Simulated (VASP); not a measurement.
Set up this calculation in VASP 6.6.1, as the native input.

```yaml
Task: single point
Functional: PBE
Potentials_or_basis: VASP PAW PBE potentials, release 64 (Sn_d)
Cutoff: 400 eV
k_mesh: 4 × 7 × 5
Occupations: fermi-dirac, width 0.08 eV
Spin: no spin polarisation
Dipole_correction: no
Further_INCAR_settings: ALGO = Normal; EDIFF = 1e-06; NBANDS = 36
```

The structure of Sn lies in POSCAR:

```
Sn
1.0
   -5.8392881500      5.8392881500      3.1876000000
    2.9196440750     -2.9196440750      1.5938000000
    2.9196440750      2.9196440750     -1.5938000000
Sn
4
Direct
   -0.0007157734     -0.0056491842      0.0043084019
    0.4902069245     -0.0139917791     -0.0047041693
    0.3838867146      0.2658144705      0.4960938603
    0.8766221942      0.2538265185      0.5043020526
```

These files were run (other wordings do the same):

INCAR

```
PREC = Accurate
ENCUT = 400
EDIFF = 1E-6
ISMEAR = -1
SIGMA = 0.08
LREAL = False
LASPH = True
NELM = 120
ALGO = Normal
ISIF = 2
LWAVE = False
LCHARG = False
GGA = PE
NBANDS = 36
GGA_COMPAT = False
```

KPOINTS

```
regular mesh
0
Gamma
  4 7 5
```

Potentials or basis: VASP PAW PBE potentials, release 64 (Sn_d).

Run with:

```console
$ cat potpaw_PBE.64/Sn_d/POTCAR > POTCAR
$ mpirun -np 1 vasp_std > vasp.out
```

It gave:

* Pressure: 2.5 GPa
* Largest force: 0.138 eV/Å
* Band gap on the k mesh: zero (band 28 reaches 9.21 eV, above the bottom of band 29 at 6.39 eV)

Caveat: spin-orbit coupling is left out, which moves the levels of the heavy elements.

Run time: 68 s on 1 thread of Intel(R) Xeon(R) 6975P-C (Granite Rapids), with other jobs on the host, peak memory 0.3 GiB.
